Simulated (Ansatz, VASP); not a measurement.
## Two plane-wave programs on Be3Se2O

```
Be Se O
1.0
     4.26718    0.00000    0.00000
    -2.13359    3.69549    0.00000
     0.00000    0.00000    5.74027
Be Se O
3 2 1
Direct
  0.50000 0.00000 0.50000
  0.00000 0.50000 0.50000
  0.50000 0.50000 0.50000
  0.33333 0.66667 0.00000
  0.66667 0.33333 0.00000
  0.00000 0.00000 0.50000
```

Alike in both runs: task relaxation of cell and atoms; functional PBE; k mesh 12 × 12 × 8; occupations gaussian, width 0.1 eV; no spin polarisation.

|  | VASP | Ansatz |
| --- | --- | --- |
| version | VASP 6.6.1 | Ansatz 0.2.0 |
| potentials or method | VASP PAW PBE potentials, release 64 (Be, Se, O), cutoff 600 eV | scalar-relativistic, plane waves, PAW |
| valence electrons in the cell | 24 | 44 |

|  | VASP | Ansatz | Ansatz less VASP |
| --- | --- | --- | --- |
| gap on the k mesh at the Fermi level, each at its own relaxed structure (eV) | none | none | - |
| relaxed volume (Å³/atom) | 15.78 | 15.72 | -0.063 |
| relaxed cell length with the largest relative difference (Å) | 6.042 | 6.015 | -0.0267 |

A gap of «none» marks a metal or a gap that the smearing closes. VASP's potentials hold 24 valence electrons a cell and Ansatz's 44, so a difference there can come from the potentials and not from the codes.
